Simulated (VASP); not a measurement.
# Cu5Mo in VASP: notebook, part 3 of 3

VASP 6.6.1.

## 5. Single point, PBE

This run uses another cell than the first one, of 13.21 Å³/atom, 1.032 times its volume.

File INCAR:

```
SYSTEM = Cu5Mo
PREC = Accurate
ENCUT = 600
EDIFF = 1E-6
ISMEAR = 0
SIGMA = 0.2
LREAL = .FALSE.
LASPH = .TRUE.
NELM = 120
ALGO = Normal
ISIF = 2
LWAVE = .FALSE.
LCHARG = .FALSE.
GGA = PE
NBANDS = 44
GGA_COMPAT = .FALSE.
```

File KPOINTS:

```
Automatic mesh
0
G
  4 4 4
  0 0 0
```

File POSCAR:

```
Cu5Mo
1.0
    4.7101896413      0.0000000000      0.0000000000
   -2.3550948207      4.0791438860      0.0000000000
    0.0000000000      0.0000000000      4.1238150831
Cu Mo
5 1
Direct
    0.3333333333      0.6666666667      0.0000000000
    0.6666666667      0.3333333333      0.0000000000
    0.5000000000      0.0000000000      0.5000000000
    0.5000000000      0.5000000000      0.5000000000
    0.0000000000      0.5000000000      0.5000000000
    0.0000000000      0.0000000000      0.0000000000
```

Potentials or basis: VASP PAW PBE potentials, release 64 (Cu, Mo_sv).

Command:

```console
cat potpaw_PBE.64/Cu/POTCAR potpaw_PBE.64/Mo_sv/POTCAR > POTCAR
mpirun -np 1 vasp_std > vasp.out
```

OUTCAR:

```text
SYSTEM = Cu5Mo
   PREC = Accurate
   ENCUT = 600
   EDIFF = 1E-6
   ISMEAR = 0
   LREAL = .FALSE.
   LASPH = .TRUE.
   NELM = 120
   ISIF = 2
   GGA = PE

 ion  position               nearest neighbor table
   1  0.333  0.667  0.000-   5 2.47   5 2.47   3 2.47   3 2.47   4 2.47   4 2.47   2 2.72   2 2.72
                             6 2.72   6 2.72   6 2.72   2 2.72
   2  0.667  0.333  0.000-   5 2.47   5 2.47   3 2.47   3 2.47   4 2.47   4 2.47   1 2.72   1 2.72
                             6 2.72   6 2.72   6 2.72   1 2.72
   3  0.500  0.000  0.500-   5 2.36   5 2.36   4 2.36   4 2.36   1 2.47   2 2.47   1 2.47   2 2.47
                             6 3.13   6 3.13   6 3.13   6 3.13
   4  0.500  0.500  0.500-   5 2.36   5 2.36   3 2.36   3 2.36   1 2.47   2 2.47   1 2.47   2 2.47
                             6 3.13   6 3.13   6 3.13   6 3.13
   5  0.000  0.500  0.500-   3 2.36   3 2.36   4 2.36   4 2.36   1 2.47   2 2.47   1 2.47   2 2.47
                             6 3.13   6 3.13   6 3.13   6 3.13
   6  0.000  0.000  0.000-   1 2.72   2 2.72   2 2.72   1 2.72   2 2.72   1 2.72   4 3.13   4 3.13
                             4 3.13   4 3.13   3 3.13   3 3.13   3 3.13   3 3.13   5 3.13   5 3.13

  LATTYP: Found a hexagonal cell.
 ALAT       =     4.7101896413
 C/A-ratio  =     0.8755093525

  Lattice vectors:

 A1 = (   4.7101896413,   0.0000000000,   0.0000000000)
 A2 = (  -2.3550948207,   4.0791438860,   0.0000000000)
 A3 = (   0.0000000000,   0.0000000000,   4.1238150831)

Analysis of symmetry for initial positions (statically):
=====================================================================
 Subroutine PRICEL returns:
 Original cell was already a primitive cell.

 Routine SETGRP: Setting up the symmetry group for a
 hexagonal supercell.

 Subroutine GETGRP returns: Found 24 space group operations
 (whereof 24 operations were pure point group operations)
 out of a pool of 24 trial point group operations.

The static configuration has the point symmetry D_6h.

Analysis of symmetry for dynamics (positions and initial velocities):
=====================================================================
 Subroutine PRICEL returns:
 Original cell was already a primitive cell.

 Routine SETGRP: Setting up the symmetry group for a
 hexagonal supercell.

 Subroutine GETGRP returns: Found 24 space group operations
 (whereof 24 operations were pure point group operations)
 out of a pool of 24 trial point group operations.

The dynamic configuration has the point symmetry D_6h.

 Subroutine INISYM returns: Found 24 space group operations
 (whereof 24 operations are pure point group operations),
 and found     1 'primitive' translations

----------------------------------------------------------------------------------------

                                     Primitive cell

  volume of cell :      79.2331

  direct lattice vectors                    reciprocal lattice vectors
     4.710189641  0.000000000  0.000000000     0.212305677  0.122574740  0.000000000
    -2.355094821  4.079143886  0.000000000     0.000000000  0.245149479  0.000000000
     0.000000000  0.000000000  4.123815083     0.000000000  0.000000000  0.242493899

  length of vectors
     4.710189641  4.710189641  4.123815083     0.245149479  0.245149479  0.242493899

  position of ions in fractional coordinates (direct lattice)
[... 50 lines left out ...]
  0.500000  0.000000  0.250000      6.000000
  0.250000  0.250000  0.250000     12.000000
  0.000000  0.000000  0.500000      1.000000
  0.250000  0.000000  0.500000      6.000000
  0.500000  0.000000  0.500000      3.000000
  0.250000  0.250000  0.500000      6.000000
   k-points           NKPTS =     12   k-points in BZ     NKDIM =     12   number of bands    NBANDS=     44
   number of dos      NEDOS =    301   number of ions     NIONS =      6
   total plane-waves  NPLWV =  57600
   dimension x,y,z NGX =    40 NGY =   40 NGZ =   36
   dimension x,y,z NGXF=    80 NGYF=   80 NGZF=   72
   ions per type =               5   1
   NGX,Y,Z   is equivalent  to a cutoff of  14.12, 14.12, 14.51 a.u.
   NGXF,Y,Z  is equivalent  to a cutoff of  28.24, 28.24, 29.03 a.u.
 SYSTEM =  Cu5Mo
   PREC   = accura    normal or accurate (medium, high low for compatibility)
   ISTART =      0    job   : 0-new  1-cont  2-samecut
   ICHARG =      2    charge: 1-file 2-atom 10-const
   ISPIN  =      1    spin polarized calculation?
   LNONCOLLINEAR =      F non collinear calculations
   LSORBIT =      F    spin-orbit coupling
   LASPH  =      T    aspherical Exc in radial PAW
   ENCUT  =  600.0 eV  44.10 Ry    6.64 a.u.   9.41  9.41  8.24*2*pi/ulx,y,z
   NELM   =    120;   NELMIN=  2; NELMDL= -5     # of ELM steps
   EDIFF  = 0.1E-05   stopping-criterion for ELM
   LREAL  =      F    real-space projection
   EDIFFG = 0.1E-04   stopping-criterion for IOM
   NSW    =      0    number of steps for IOM
   IBRION =     -1    ionic relax: 0-MD 1-quasi-New 2-CG
   NFREE  =      0    steps in history (QN), initial steepest desc. (CG)
   ISIF   =      2    stress and relaxation
   ISYM   =      2    0-nonsym 1-usesym 2-fastsym
   POTIM  = 0.5000    time-step for ionic-motion
   TEBEG  =    0.0;   TEEND  =   0.0 temperature during run
   PSTRESS=    0.0 pullay stress
   NELECT =      69.0000    total number of electrons
   NUPDOWN=      -1.0000    fix difference up-down
   EMIN   =  10.00;   EMAX   =-10.00  energy-range for DOS
   EFERMI =   0.00;   METHOD = LEGACY
   ISMEAR =     0;   SIGMA  =   0.20  broadening in eV -4-tet -1-fermi 0-gaus
   EFERMI_NEDOS =   21; number of points for ismear=-14 and -15
   IALGO  =     38    algorithm
   IMIX   =      4    mixing-type and parameters
     AMIX     =   0.40;   BMIX     =  1.00
     AMIX_MAG =   1.60;   BMIX_MAG =  1.00
  volume/ion in A,a.u.               =      13.21        89.12
  Fermi-wavevector in a.u.,A,eV,Ry     =   1.563348  2.954299 33.253414  2.444057
  Thomas-Fermi vector in A             =   2.666132
   LORBIT       =      0    0 simple, 1 ext, 2 COOP (PROOUT), +10 PAW based schemes
   GGA     = PE    functional components
   LHFCALC =     F    Hartree Fock is set to
   AEXX    =    0.0000 exact exchange contribution
   IVDW    =     0    specifies the selected vdW correction
   LEPSILON=     F    determine dielectric tensor
   LRPA    =     F    only Hartree local field effects (RPA)
 non-spin polarized calculation
 Gauss-broadening in eV      SIGMA  =   0.20
  energy-cutoff  :      600.00
  volume of cell :       79.23
 maximum number of plane-waves:      2674
 NGX is ok and might be reduce to    40
   NGX = 19   NGY = 19   NGZ = 17

 number of electron      69.0000000 magnetization

 Free energy of the ion-electron system (eV)
  ---------------------------------------------------
  ext. energy  EPLUGINS =         0.00000000
  ---------------------------------------------------
  free energy    TOTEN  =       -27.08548243 eV

  energy without entropy =      -26.99536038  energy(sigma->0) =      -27.04042140

 E-fermi :   7.8954     XC(G=0): -12.4951

 val. band max:        7.8418305145   @ k =   0.5000   0.0000   0.2500
 cond. band min:       7.9908126503   @ k =   0.5000   0.0000   0.0000
 fundamental gap:      0.1489821357
 Fermi energy:         7.8954343238

 k-point     1 :       0.0000    0.0000    0.0000
  band No.  band energies     occupation
      1     -53.2769      2.00000
      2     -27.3617      2.00000
      3     -27.3617      2.00000
      4     -27.2199      2.00000
      5      -0.9898      2.00000
      6       2.4884      2.00000
[... 553 lines left out ...]
     43      16.0173      0.00000
     44      16.3026      0.00000

------------------------ aborting loop because EDIFF is reached ----------------------------------------

  FORCE on cell =-STRESS in cart. coord.  units (eV):
  Direction    XX          YY          ZZ          XY          YZ          ZX
  --------------------------------------------------------------------------------------
  -------------------------------------------------------------------------------------
  Total        0.0010631      0.0010631      0.2051024     -0.0000000     -0.0000000      0.0000000
  in kB        0.0214961      0.0214961      4.1473887     -0.0000000     -0.0000000      0.0000000
  external PRESSURE =       1.3967937 kB  Pullay stress =       0.0000000 kB

 VOLUME and BASIS-vectors are now :
 -----------------------------------------------------------------------------
  energy-cutoff  :      600.00
  volume of cell :       79.23
      direct lattice vectors                 reciprocal lattice vectors
     4.710189641  0.000000000  0.000000000     0.212305677  0.122574740  0.000000000
    -2.355094821  4.079143886  0.000000000     0.000000000  0.245149479  0.000000000
     0.000000000  0.000000000  4.123815083     0.000000000  0.000000000  0.242493899

 POSITION                                       TOTAL-FORCE (eV/Angst)
 -----------------------------------------------------------------------------------
     -0.00000      2.71943      0.00000         0.000000      0.000000      0.000000
      2.35509      1.35971      0.00000        -0.000000     -0.000000     -0.000000
      2.35509      0.00000      2.06191         0.000000      0.000000      0.000000
      1.17755      2.03957      2.06191         0.000000      0.000000      0.000000
     -1.17755      2.03957      2.06191         0.000000      0.000000      0.000000
      0.00000      0.00000      0.00000         0.000000      0.000000      0.000000
 -----------------------------------------------------------------------------------
    total drift:                               -0.000000     -0.000000      0.000000

  FREE ENERGIE OF THE ION-ELECTRON SYSTEM (eV)
  ---------------------------------------------------
  free  energy   TOTEN  =       -27.0854824266 eV

  energy  without entropy=      -26.9953603820  energy(sigma->0) =      -27.04042140
```

OSZICAR:

```text
N       E                     dE             d eps       ncg     rms          rms(c)
DAV:   1     0.764961103838E+03    0.76496E+03   -0.32882E+04  1064   0.283E+03
DAV:   2     0.668963290534E+02   -0.69806E+03   -0.67462E+03  1056   0.556E+02
DAV:   3    -0.278140529972E+02   -0.94710E+02   -0.88881E+02  1144   0.240E+02
DAV:   4    -0.329356176893E+02   -0.51216E+01   -0.48957E+01  1604   0.660E+01
DAV:   5    -0.330221263841E+02   -0.86509E-01   -0.86081E-01  1572   0.774E+00    0.211E+01
DAV:   6    -0.310044630405E+02    0.20177E+01   -0.60109E+01  1212   0.154E+02    0.132E+01
DAV:   7    -0.277164743996E+02    0.32880E+01   -0.28693E+01  1340   0.860E+01    0.592E+00
DAV:   8    -0.271118754513E+02    0.60460E+00   -0.32022E+00  1516   0.183E+01    0.101E+00
DAV:   9    -0.271116161709E+02    0.25928E-03   -0.37794E-01  1360   0.934E+00    0.122E+00
DAV:  10    -0.270996596408E+02    0.11957E-01   -0.56130E-02  1288   0.814E+00    0.958E-01
DAV:  11    -0.270852334401E+02    0.14426E-01   -0.38690E-02  1316   0.496E+00    0.137E-01
DAV:  12    -0.270855806539E+02   -0.34721E-03   -0.61929E-03  1308   0.798E-01    0.959E-02
DAV:  13    -0.270855314340E+02    0.49220E-04   -0.11872E-03  1224   0.590E-01    0.598E-02
DAV:  14    -0.270854797972E+02    0.51637E-04   -0.23806E-04  1272   0.284E-01    0.478E-03
DAV:  15    -0.270854825115E+02   -0.27142E-05   -0.23733E-05  1224   0.468E-02    0.242E-03
DAV:  16    -0.270854824266E+02    0.84934E-07   -0.91756E-07   644   0.151E-02
   1 F= -.27085482E+02 E0= -.27040421E+02  d E =-.901220E-01
```

Wall time 36 s (1 thread of Intel Xeon 6975P-C (Granite Rapids), shared host); peak memory 0.24 GiB.

Results:

| Property | Result |
| --- | --- |
| Free energy | -27.0855 eV |
| Pressure | 0.1 GPa |

Stress tensor (GPa, compression positive):
```
0.00 0.00 0.00
0.00 0.00 0.00
0.00 0.00 0.41
```

Levels at points of the mesh, in eV from the Fermi level:
```tsv
k point	band 32	band 33	band 34	band 35	band 36	band 37
(0.00, 0.00, 0.00)	-0.67	-0.24	-0.15	0.38	0.54	0.54
(0.50, 0.00, 0.00)	-1.11	-0.51	0.10	0.13	0.43	0.46
(0.00, 0.00, 0.50)	-1.42	-1.11	-0.77	-0.77	0.31	0.74
(0.50, 0.00, 0.50)	-1.37	-1.32	-0.16	0.33	0.40	1.11
```

Caveat: the k points lie up to 0.39 Å⁻¹ apart.

## 6. Single point, PBE

This run uses another cell than the first one, of 13.22 Å³/atom, 1.033 times its volume.

File INCAR:

```
ALGO = Normal
EDIFF = 1E-6
ENCUT = 600
GGA = PE
GGA_COMPAT = F
ISIF = 2
ISMEAR = 0
LASPH = T
LCHARG = F
LREAL = F
LWAVE = F
NBANDS = 44
NELM = 120
PREC = Accurate
SIGMA = 0.2
```

File KPOINTS:

```
k-points
0
Gamma
  4 4 4
```

File POSCAR:

```
Cu5Mo
1.0
    4.7088642168      0.0000000000      0.0000000000
   -2.3544321084      4.0779960347      0.0000000000
    0.0000000000      0.0000000000      4.1291016508
Cu Mo
5 1
Direct
    0.5000000000      0.5000000000      0.5000000000
    0.0000000000      0.5000000000      0.5000000000
    0.5000000000      0.0000000000      0.5000000000
    0.3333333333      0.6666666667      0.0000000000
    0.6666666667      0.3333333333      0.0000000000
    0.0000000000      0.0000000000      0.0000000000
```

Potentials or basis: VASP PAW PBE potentials, release 64 (Cu, Mo_sv).

Command:

```console
cat potpaw_PBE.64/Cu/POTCAR potpaw_PBE.64/Mo_sv/POTCAR > POTCAR
mpirun -np 1 vasp_std > vasp.out
```

Run time: 37 s. Hardware: 1 thread of Intel Xeon 6975P-C (Granite Rapids), shared host; peak memory 0.23 GiB.

It converged, with:

- Free energy: -27.0857 eV
- Pressure: 0.1 GPa

Stress tensor (GPa, compression positive):
```
0.01 0.00 0.00
0.00 0.01 0.00
0.00 0.00 0.16
```

Levels at points of the mesh, in eV from the Fermi level:
```tsv
k point	band 30	band 31	band 32	band 33	band 34	band 35	band 36	band 37	band 38	band 39
(0.00, 0.00, 0.00)	-1.11	-0.67	-0.67	-0.25	-0.15	0.39	0.54	0.54	1.97	1.97
(0.50, 0.00, 0.00)	-1.99	-1.58	-1.11	-0.51	0.10	0.13	0.43	0.46	2.58	4.53
(0.00, 0.00, 0.50)	-1.88	-1.42	-1.42	-1.11	-0.77	-0.77	0.31	0.74	5.48	6.06
(0.50, 0.00, 0.50)	-1.54	-1.54	-1.37	-1.32	-0.16	0.33	0.40	1.11	1.36	1.51
```

Caveat: the k points lie up to 0.39 Å⁻¹ apart.

## 7. The runs side by side

```csv
cell,k mesh,gap on the mesh (eV),pressure (GPa)
"a = 4.162, b = 4.162, c = 5.115 Å, angles 90.0, 90.0, 120.0°, 6 atoms",4 × 4 × 3,none,1.0
"a = 4.377, b = 4.377, c = 4.940 Å, angles 90.0, 90.0, 120.0°, 6 atoms",4 × 4 × 3,none,1.3
"a = 4.164, b = 4.164, c = 5.118 Å, angles 90.0, 90.0, 120.0°, 6 atoms",5 × 5 × 3,none,0.5
"a = 4.710, b = 4.710, c = 4.124 Å, angles 90.0, 90.0, 120.0°, 6 atoms",4 × 4 × 4,none,0.1
"a = 4.709, b = 4.709, c = 4.129 Å, angles 90.0, 90.0, 120.0°, 6 atoms",4 × 4 × 4,none,0.1
```

Alike in all rows: task single point; level PBE; potentials or basis VASP PAW PBE potentials, release 64 (Cu, Mo_sv); no spin polarisation; cutoff (eV) 600; smearing gaussian 0.2 eV.

Caveats: all runs use coarse meshes.

Absolute energies hang on the potentials; compare differences alone.
